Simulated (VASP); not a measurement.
Wanted: the native input for a VASP 6.6.1 run.

```
Task                   : single point
Functional             : PBE
Potentials or basis    : VASP PAW PBE potentials, release 64 (Ta_pv, N)
Cutoff                 : 520 eV
k mesh                 : 5 × 5 × 3
Occupations            : fermi-dirac, width 0.1 eV
Spin                   : no spin polarisation
Dipole correction      : no
Further INCAR settings : ALGO = Normal; EDIFF = 1e-06; NBANDS = 24
```

The structure of TaN lies in POSCAR:

```
TaN
1.0
    3.1075100000      0.0000000000      0.0000000000
   -1.5537550000      2.6911820000      0.0000000000
    0.0000000000      0.0000000000      5.0331440000
Ta N
2 2
Direct
    0.3313195920      0.6651363602      0.0058257821
    0.6608159575      0.3243846013      0.4959579937
    0.3464293698      0.7106691409      0.3862100906
    0.6768095155      0.3684875270      0.8710714416
```

The input as run:

INCAR

```
SYSTEM = TaN
PREC = Accurate
ENCUT = 520
EDIFF = 1E-6
ISMEAR = -1
SIGMA = 0.1
LREAL = .FALSE.
LASPH = .TRUE.
NELM = 120
ALGO = Normal
ISIF = 2
LWAVE = .FALSE.
LCHARG = .FALSE.
GGA = PE
NBANDS = 24
GGA_COMPAT = .FALSE.
```

KPOINTS

```
Automatic mesh
0
G
  5 5 3
  0 0 0
```

Potentials or basis: VASP PAW PBE potentials, release 64 (Ta_pv, N).

The run is started by

```console
$ cat potpaw_PBE.64/Ta_pv/POTCAR potpaw_PBE.64/N/POTCAR > POTCAR
$ mpirun -np 1 vasp_std > vasp.out
```

Results of the run:

| Quantity | Value |
| --- | --- |
| Pressure | 105.8 GPa |
| Largest force | 5.923 eV/Å |
| Band gap on the k mesh | zero (band 16 reaches 9.36 eV, above the bottom of band 17 at 7.84 eV) |

Caveat: the k points lie up to 0.47 Å⁻¹ apart; spin-orbit coupling is left out, which moves the levels of the heavy elements; forces of over 1 eV/Å act on the atoms, so gaps and moduli don't describe the material at rest.

Run time: 15 s on 1 thread of Intel(R) Xeon(R) 6975P-C (Granite Rapids), with other jobs on the host, peak memory 0.17 GiB.
